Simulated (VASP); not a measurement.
# CdSe in VASP: a series of runs, part 2 of 2

VASP 6.6.1.

### Step 5. Single point, r2SCAN (equal xy, yz and zx engineering shears of +0.5 %)

POSCAR reads:

```
CdSe
1.0
    0.0153339012      3.0744471989      3.0744471989
    3.0744471989      0.0153339012      3.0744471989
    3.0744471989      3.0744471989      0.0153339012
Cd Se
1 1
Direct
   -0.0005356697     -0.0005356697     -0.0005356697
    0.7505356697      0.7505356697      0.7505356697
```

INCAR.step1 reads:

```
  PREC = Accurate
  ENCUT = 550
  ISMEAR = 0
  SIGMA = 0.01
  LREAL = False
  LASPH = True
  NELM = 120
  NBANDS = 16
  GGA = PE
  ALGO = Normal
  EDIFF = 1E-5
  LWAVE = True
  LCHARG = False
  GGA_COMPAT = False
```

INCAR.step2 reads:

```
  PREC = Accurate
  ENCUT = 550
  EDIFF = 1E-6
  ISMEAR = 0
  SIGMA = 0.01
  LREAL = False
  LASPH = True
  NELM = 120
  ALGO = Normal
  ISIF = 2
  LWAVE = False
  LCHARG = False
  METAGGA = R2SCAN
  LMIXTAU = True
  NBANDS = 16
  ISTART = 1
  GGA_COMPAT = False
```

KPOINTS reads:

```
Automatic mesh
0
Gamma
  6 6 6
```

Potentials or basis: VASP PAW PBE potentials, release 64 (Cd, Se).

Launch:

```
> cat potpaw_PBE.64/Cd/POTCAR potpaw_PBE.64/Se/POTCAR > POTCAR
> cp INCAR.step1 INCAR
> mpirun -np 1 vasp_std > vasp.out
> cp INCAR.step2 INCAR
> mpirun -np 1 vasp_std > vasp.out
```

OUTCAR:

```text
PREC = Accurate
   ENCUT = 550
   EDIFF = 1E-6
   ISMEAR = 0
   LREAL = False
   LASPH = True
   NELM = 120
   ISIF = 2
   METAGGA = R2SCAN
   ISTART = 1

 ion  position               nearest neighbor table
   1  0.999  0.999  0.999-   2 2.66   2 2.66   2 2.66   2 2.66
   2  0.751  0.751  0.751-   1 2.66   1 2.66   1 2.66   1 2.66

  LATTYP: Found a trigonal (rhomboedric) cell.
 ALAT       =     4.3479519646
 COS(alpha) =     0.5049812503

  Lattice vectors:

 A1 = (   0.0153339012,   3.0744471989,   3.0744471989)
 A2 = (   3.0744471989,   0.0153339012,   3.0744471989)
 A3 = (   3.0744471989,   3.0744471989,   0.0153339012)

Analysis of symmetry for initial positions (statically):
=====================================================================
 Subroutine PRICEL returns:
 Original cell was already a primitive cell.

 Routine SETGRP: Setting up the symmetry group for a
 trigonal (rhombohedral) supercell.

 Subroutine GETGRP returns: Found  6 space group operations
 (whereof  6 operations were pure point group operations)
 out of a pool of 12 trial point group operations.

The static configuration has the point symmetry C_3v.

Analysis of symmetry for dynamics (positions and initial velocities):
[... 155 lines left out ...]
  ---------------------------------------------------
  free energy    TOTEN  =       -35.91272351 eV

  energy without entropy =      -35.91272351  energy(sigma->0) =      -35.91272351

 E-fermi :   0.5496     XC(G=0):  -9.3070

 val. band max:        0.4595979132   @ k =   0.0000   0.0000   0.0000
 cond. band min:       1.4759364869   @ k =   0.0000   0.0000   0.0000
 fundamental gap:      1.0163385737
 Fermi energy:         0.5495728116

 k-point     1 :       0.0000    0.0000    0.0000
  band No.  band energies     occupation
      1     -12.4280      2.00000
      2      -7.6420      2.00000
      3      -7.6389      2.00000
      4      -7.6389      2.00000
      5      -7.2665      2.00000
      6      -7.2665      2.00000
[... 433 lines left out ...]
      3      -7.4347      2.00000
      4      -7.3287      2.00000
      5      -7.2395      2.00000
      6      -6.8258      2.00000
[... 8 lines left out ...]
     15      13.8409      0.00000
     16      13.9750      0.00000

 [... further k-points ...]
[... 5 lines left out ...]
  --------------------------------------------------------------------------------------
  -------------------------------------------------------------------------------------
  Total        0.0819571      0.0819571      0.0819571     -0.0401974     -0.0401974     -0.0401974
  in kB        2.2762880      2.2762880      2.2762880     -1.1164493     -1.1164493     -1.1164493
  external PRESSURE =       2.2762880 kB  Pullay stress =       0.0000000 kB

 VOLUME and BASIS-vectors are now :
 -----------------------------------------------------------------------------
  energy-cutoff  :      550.00
  volume of cell :       57.69
      direct lattice vectors                 reciprocal lattice vectors
     0.015333901  3.074447199  3.074447199    -0.163852637  0.163039473  0.163039473
     3.074447199  0.015333901  3.074447199     0.163039473 -0.163852637  0.163039473
     3.074447199  3.074447199  0.015333901     0.163039473  0.163039473 -0.163852637

 POSITION                                       TOTAL-FORCE (eV/Angst)
 -----------------------------------------------------------------------------------
      6.16093      6.16093      6.16093         0.000382      0.000382      0.000382
      4.62647      4.62647      4.62647        -0.000382     -0.000382     -0.000382
 -----------------------------------------------------------------------------------
    total drift:                               -0.000234     -0.000234     -0.000234

  FREE ENERGIE OF THE ION-ELECTRON SYSTEM (eV)
  ---------------------------------------------------
  free  energy   TOTEN  =       -35.9127235092 eV

  energy  without entropy=      -35.9127235092  energy(sigma->0) =      -35.91272351
```

OUTCAR.step1:

```text
PREC = Accurate
   ENCUT = 550
   ISMEAR = 0
   LREAL = False
   LASPH = True
[... 679 lines left out ...]
      6.16093      6.16093      6.16093         0.000172      0.000172      0.000172
      4.62647      4.62647      4.62647        -0.000172     -0.000172     -0.000172
 -----------------------------------------------------------------------------------
    total drift:                               -0.000194     -0.000194     -0.000194

  FREE ENERGIE OF THE ION-ELECTRON SYSTEM (eV)
  ---------------------------------------------------
  free  energy   TOTEN  =        -5.4840245554 eV

  energy  without entropy=       -5.4840245554  energy(sigma->0) =       -5.48402456
```

OSZICAR.step1:

```text
N       E                     dE             d eps       ncg     rms          rms(c)
DAV:   1     0.106016087877E+03    0.10602E+03   -0.90205E+03  1056   0.105E+03
DAV:   2    -0.174927867373E+01   -0.10777E+03   -0.10222E+03  1224   0.249E+02
DAV:   3    -0.584710377697E+01   -0.40978E+01   -0.40901E+01  1232   0.495E+01
DAV:   4    -0.586471466377E+01   -0.17611E-01   -0.17610E-01  1256   0.328E+00
DAV:   5    -0.586482444969E+01   -0.10979E-03   -0.10979E-03  1296   0.226E-01    0.590E+00
DAV:   6    -0.550449738268E+01    0.36033E+00   -0.54534E-01  1504   0.871E+00    0.471E+00
DAV:   7    -0.548274341008E+01    0.21754E-01   -0.14211E-01  1192   0.250E+00    0.204E+00
DAV:   8    -0.548370205133E+01   -0.95864E-03   -0.13243E-02  1128   0.138E+00    0.248E-01
DAV:   9    -0.548390370857E+01   -0.20166E-03   -0.13981E-03  1240   0.475E-01    0.467E-02
DAV:  10    -0.548397388938E+01   -0.70181E-04   -0.15408E-04  1272   0.153E-01    0.435E-02
DAV:  11    -0.548402478544E+01   -0.50896E-04   -0.83522E-05  1168   0.576E-02    0.164E-02
DAV:  12    -0.548402455536E+01    0.23007E-06   -0.18329E-06   912   0.164E-02
   1 F= -.54840246E+01 E0= -.54840246E+01  d E =-.268499E-57
```

It took 1.8 min on 1 thread of Intel Xeon 6975P-C, shared host; peak memory 0.23 GiB.

Results:

```
Free energy            : -35.9127 eV
Pressure               : 0.2 GPa
Band gap on the k mesh : 1.02 eV, direct
```

Caveat: the cell differs from its parent crystal (equal xy, yz and zx engineering shears of +0.5 %); the PAW data sets were made with another functional, which shifts forces and pressure a little.

### Step 6. Single point, r2SCAN (atom 1 moved by [-0.01, -0.01, -0.01] A)

POSCAR reads:

```
CdSe
1.0
    0.0000000000      3.0667802483      3.0667802483
    3.0667802483      0.0000000000      3.0667802483
    3.0667802483      3.0667802483      0.0000000000
Cd Se
1 1
Direct
   -0.0016303744     -0.0016303744     -0.0016303744
    0.7500000000      0.7500000000      0.7500000000
```

INCAR.step1 reads:

```
SYSTEM = CdSe
PREC = Accurate ; ENCUT = 550
ISMEAR = 0 ; SIGMA = 0.01
LREAL = .FALSE. ; LASPH = .TRUE.
NELM = 120 ; NBANDS = 16
GGA = PE ; ALGO = Normal
EDIFF = 1E-5 ; LWAVE = .TRUE.
LCHARG = .FALSE. ; GGA_COMPAT = .FALSE.
```

INCAR.step2 reads:

```
SYSTEM = CdSe
PREC = Accurate ; ENCUT = 550
EDIFF = 1E-6 ; ISMEAR = 0
SIGMA = 0.01 ; LREAL = .FALSE.
LASPH = .TRUE. ; NELM = 120
ALGO = Normal ; ISIF = 2
LWAVE = .FALSE. ; LCHARG = .FALSE.
METAGGA = R2SCAN ; LMIXTAU = .TRUE.
NBANDS = 16 ; ISTART = 1
GGA_COMPAT = .FALSE.
```

KPOINTS reads:

```
Automatic mesh
0
G
  6 6 6
  0 0 0
```

Potentials or basis: VASP PAW PBE potentials, release 64 (Cd, Se).

Launch:

```
> cat potpaw_PBE.64/Cd/POTCAR potpaw_PBE.64/Se/POTCAR > POTCAR
> cp INCAR.step1 INCAR
> mpirun -np 1 vasp_std > vasp.out
> cp INCAR.step2 INCAR
> mpirun -np 1 vasp_std > vasp.out
```

OUTCAR:

```text
SYSTEM = CdSe
   PREC = Accurate
   ENCUT = 550
   EDIFF = 1E-6
   ISMEAR = 0
   LREAL = .FALSE.
   LASPH = .TRUE.
   NELM = 120
   ISIF = 2
   METAGGA = R2SCAN
   ISTART = 1

 ion  position               nearest neighbor table
   1  0.998  0.998  0.998-   2 2.64   2 2.66   2 2.66   2 2.66
   2  0.750  0.750  0.750-   1 2.64   1 2.66   1 2.66   1 2.66

  LATTYP: Found a face centered cubic cell.
 ALAT       =     6.1335604966

  Lattice vectors:

 A1 = (   0.0000000000,   3.0667802483,   3.0667802483)
 A2 = (   3.0667802483,   0.0000000000,   3.0667802483)
 A3 = (   3.0667802483,   3.0667802483,   0.0000000000)

Analysis of symmetry for initial positions (statically):
=====================================================================
 Subroutine PRICEL returns:
 Original cell was already a primitive cell.

 Routine SETGRP: Setting up the symmetry group for a
 face centered cubic supercell.

 Subroutine GETGRP returns: Found  6 space group operations
 (whereof  6 operations were pure point group operations)
 out of a pool of 48 trial point group operations.

The static configuration has the point symmetry C_3v.

Analysis of symmetry for dynamics (positions and initial velocities):
=====================================================================
 Subroutine PRICEL returns:
 Original cell was already a primitive cell.

 Routine SETGRP: Setting up the symmetry group for a
 face centered cubic supercell.

 Subroutine GETGRP returns: Found  6 space group operations
 (whereof  6 operations were pure point group operations)
 out of a pool of 48 trial point group operations.

The dynamic configuration has the point symmetry C_3v.

 Subroutine INISYM returns: Found  6 space group operations
 (whereof  6 operations are pure point group operations),
 and found     1 'primitive' translations

----------------------------------------------------------------------------------------

                                     Primitive cell

  volume of cell :      57.6870

  direct lattice vectors                    reciprocal lattice vectors
     0.000000000  3.066780248  3.066780248    -0.163037440  0.163037440  0.163037440
     3.066780248  0.000000000  3.066780248     0.163037440 -0.163037440  0.163037440
     3.066780248  3.066780248  0.000000000     0.163037440  0.163037440 -0.163037440

  length of vectors
     4.337082220  4.337082220  4.337082220     0.282389129  0.282389129  0.282389129

  position of ions in fractional coordinates (direct lattice)
     0.998369626  0.998369626  0.998369626
     0.750000000  0.750000000  0.750000000

  ion indices of the primitive-cell ions
   primitive index   ion index
                 1           1
                 2           2

----------------------------------------------------------------------------------------

 KPOINTS: Automatic mesh

Automatic generation of k-mesh.
 Grid dimensions read from file:
 generate k-points for:    6    6    6

 Generating k-lattice:

  Cartesian coordinates                     Fractional coordinates (reciprocal lattice)
    -0.027172907  0.027172907  0.027172907     0.166666667  0.000000000  0.000000000
     0.027172907 -0.027172907  0.027172907     0.000000000  0.166666667  0.000000000
     0.027172907  0.027172907 -0.027172907     0.000000000  0.000000000  0.166666667

  Length of vectors
     0.047064855  0.047064855  0.047064855

  Shift w.r.t. Gamma in fractional coordinates (k-lattice)
     0.000000000  0.000000000  0.000000000

 Subroutine IBZKPT returns following result:
 ===========================================

 Found     32 irreducible k-points:

 Following reciprocal coordinates:
            Coordinates               Weight
  0.000000  0.000000  0.000000      1.000000
  0.166667  0.000000  0.000000      6.000000
  0.166667  0.166667  0.166667      2.000000
  0.333333  0.000000  0.000000      6.000000
  0.333333  0.333333  0.333333      2.000000
  0.500000  0.000000  0.000000      3.000000
[... 16 lines left out ...]
  0.500000  0.166667  0.500000      6.000000
 -0.333333  0.333333  0.000000      6.000000
 [... further k-points ...]
   k-points           NKPTS =     32   k-points in BZ     NKDIM =     32   number of bands    NBANDS=     16
   number of dos      NEDOS =    301   number of ions     NIONS =      2
   total plane-waves  NPLWV =  46656
   dimension x,y,z NGX =    36 NGY =   36 NGZ =   36
   dimension x,y,z NGXF=    72 NGYF=   72 NGZF=   72
   ions per type =               1   1
   NGX,Y,Z   is equivalent  to a cutoff of  13.80, 13.80, 13.80 a.u.
   NGXF,Y,Z  is equivalent  to a cutoff of  27.60, 27.60, 27.60 a.u.
 SYSTEM =  CdSe
   PREC   = accura    normal or accurate (medium, high low for compatibility)
   ISTART =      1    job   : 0-new  1-cont  2-samecut
   ICHARG =      0    charge: 1-file 2-atom 10-const
   ISPIN  =      1    spin polarized calculation?
   LNONCOLLINEAR =      F non collinear calculations
   LSORBIT =      F    spin-orbit coupling
   LASPH  =      T    aspherical Exc in radial PAW
   ENCUT  =  550.0 eV  40.42 Ry    6.36 a.u.   8.29  8.29  8.29*2*pi/ulx,y,z
   NELM   =    120;   NELMIN=  2; NELMDL=  0     # of ELM steps
   EDIFF  = 0.1E-05   stopping-criterion for ELM
   LREAL  =      F    real-space projection
   EDIFFG = 0.1E-04   stopping-criterion for IOM
   NSW    =      0    number of steps for IOM
   IBRION =     -1    ionic relax: 0-MD 1-quasi-New 2-CG
   NFREE  =      0    steps in history (QN), initial steepest desc. (CG)
   ISIF   =      2    stress and relaxation
   ISYM   =      2    0-nonsym 1-usesym 2-fastsym
   POTIM  = 0.5000    time-step for ionic-motion
   TEBEG  =    0.0;   TEEND  =   0.0 temperature during run
   PSTRESS=    0.0 pullay stress
   NELECT =      18.0000    total number of electrons
   NUPDOWN=      -1.0000    fix difference up-down
   EMIN   =  10.00;   EMAX   =-10.00  energy-range for DOS
   EFERMI =   0.00;   METHOD = LEGACY
   ISMEAR =     0;   SIGMA  =   0.01  broadening in eV -4-tet -1-fermi 0-gaus
   EFERMI_NEDOS =   21; number of points for ismear=-14 and -15
   IALGO  =     38    algorithm
   IMIX   =      4    mixing-type and parameters
     AMIX     =   0.40;   BMIX     =  1.00
     AMIX_MAG =   1.60;   BMIX_MAG =  1.00
  volume/ion in A,a.u.               =      28.84       194.65
  Fermi-wavevector in a.u.,A,eV,Ry     =   1.110384  2.098321 16.775325  1.232952
  Thomas-Fermi vector in A             =   2.246934
   LORBIT       =      0    0 simple, 1 ext, 2 COOP (PROOUT), +10 PAW based schemes
   METAGGA = R2SCAN    functional components
   LHFCALC =     F    Hartree Fock is set to
   AEXX    =    0.0000 exact exchange contribution
   IVDW    =     0    specifies the selected vdW correction
   LEPSILON=     F    determine dielectric tensor
   LRPA    =     F    only Hartree local field effects (RPA)
 non-spin polarized calculation
 Gauss-broadening in eV      SIGMA  =   0.01
  energy-cutoff  :      550.00
  volume of cell :       57.69
 maximum number of plane-waves:      1711
 NGX is ok and might be reduce to    36

 number of electron      17.9999999 magnetization

 Free energy of the ion-electron system (eV)
  ---------------------------------------------------
  ext. energy  EPLUGINS =         0.00000000
  ---------------------------------------------------
  free energy    TOTEN  =       -35.91232229 eV

  energy without entropy =      -35.91232229  energy(sigma->0) =      -35.91232229

 E-fermi :   0.5507     XC(G=0):  -9.3068

 val. band max:        0.4535439585   @ k =   0.0000   0.0000   0.0000
 cond. band min:       1.4766142209   @ k =   0.0000   0.0000   0.0000
 fundamental gap:      1.0230702624
 Fermi energy:         0.5507004886

 k-point     1 :       0.0000    0.0000    0.0000
  band No.  band energies     occupation
      1     -12.4286      2.00000
      2      -7.6511      2.00000
      3      -7.6350      2.00000
      4      -7.6350      2.00000
      5      -7.2669      2.00000
      6      -7.2669      2.00000
[... 8 lines left out ...]
     15      12.0399      0.00000
     16      12.0399      0.00000
[... 419 lines left out ...]
 k-point    24 :      -0.3333    0.3333    0.0000
  band No.  band energies     occupation
      1     -11.9871      2.00000
      2      -7.4922      2.00000
      3      -7.4585      2.00000
      4      -7.3006      2.00000
      5      -7.2527      2.00000
      6      -6.8525      2.00000
[... 8 lines left out ...]
     15      11.7667      0.00000
     16      15.0873      0.00000

 [... further k-points ...]
[... 5 lines left out ...]
  --------------------------------------------------------------------------------------
  -------------------------------------------------------------------------------------
  Total        0.0843017      0.0843017      0.0843017      0.0624205      0.0624205      0.0624205
  in kB        2.3413639      2.3413639      2.3413639      1.7336442      1.7336442      1.7336442
  external PRESSURE =       2.3413639 kB  Pullay stress =       0.0000000 kB

 VOLUME and BASIS-vectors are now :
 -----------------------------------------------------------------------------
  energy-cutoff  :      550.00
  volume of cell :       57.69
      direct lattice vectors                 reciprocal lattice vectors
     0.000000000  3.066780248  3.066780248    -0.163037440  0.163037440  0.163037440
     3.066780248  0.000000000  3.066780248     0.163037440 -0.163037440  0.163037440
     3.066780248  3.066780248  0.000000000     0.163037440  0.163037440 -0.163037440

 POSITION                                       TOTAL-FORCE (eV/Angst)
 -----------------------------------------------------------------------------------
      6.12356      6.12356      6.12356         0.047974      0.047974      0.047974
      4.60017      4.60017      4.60017        -0.047974     -0.047974     -0.047974
 -----------------------------------------------------------------------------------
    total drift:                                0.000045      0.000045      0.000045

  FREE ENERGIE OF THE ION-ELECTRON SYSTEM (eV)
  ---------------------------------------------------
  free  energy   TOTEN  =       -35.9123222919 eV

  energy  without entropy=      -35.9123222919  energy(sigma->0) =      -35.91232229
```

It took 1.7 min on 1 thread of Intel Xeon 6975P-C, shared host; peak memory 0.23 GiB.

Results:

| Property | Result |
| --- | --- |
| Free energy | -35.9123 eV |
| Pressure | 0.2 GPa |
| Largest force | 0.083 eV/Å |
| Band gap on the k mesh | 1.02 eV, direct |

Forces on the atoms (eV/Å):
```
Cd   0.048  0.048  0.048
Se  -0.048 -0.048 -0.048
```

Stress tensor (GPa, compression positive):
```
0.23 0.17 0.17
0.17 0.23 0.17
0.17 0.17 0.23
```

Caveat: the cell differs from its parent crystal (atom 1 moved by [-0.01, -0.01, -0.01] A); the PAW data sets were made with another functional, which shifts forces and pressure a little.

### Step 7. Summary

| task | cell | k mesh | cutoff (eV) | smearing | gap on the mesh (eV) | pressure (GPa) |
| --- | --- | --- | --- | --- | --- | --- |
| single point | a = 4.337 Å, angles 60.0°, 2 atoms | 10 × 10 × 10 | 520 | fermi-dirac 0.08 eV | 1.03 | 0.2 |
| relaxation of cell and atoms | relaxed from a = 4.342 Å, angles 60.0°, 2 atoms | 10 × 10 × 10 | 600 | fermi-dirac 0.08 eV | 1.02 | 0.0 |
| single point | a = 4.326 Å, angles 60.3°, 2 atoms | 6 × 6 × 6 | 550 | gaussian 0.01 eV | 1.01 | 0.2 |
| single point | a = 4.348 Å, angles 59.7°, 2 atoms | 6 × 6 × 6 | 550 | gaussian 0.01 eV | 1.02 | 0.2 |
| single point | a = 4.337 Å, angles 60.0°, 2 atoms | 6 × 6 × 6 | 550 | gaussian 0.01 eV | 1.02 | 0.2 |

Some of these runs hold the atoms at other places in the same cell, which the table doesn't show; runs alike in all that it shows share one row.

Alike in all rows: level r2SCAN; potentials or basis VASP PAW PBE potentials, release 64 (Cd, Se); no spin polarisation.

Caveats: the PAW data sets were made with another functional, which shifts forces and pressure a little.

Total energies depend on the potentials used, so only differences within one code and one set of settings carry meaning.
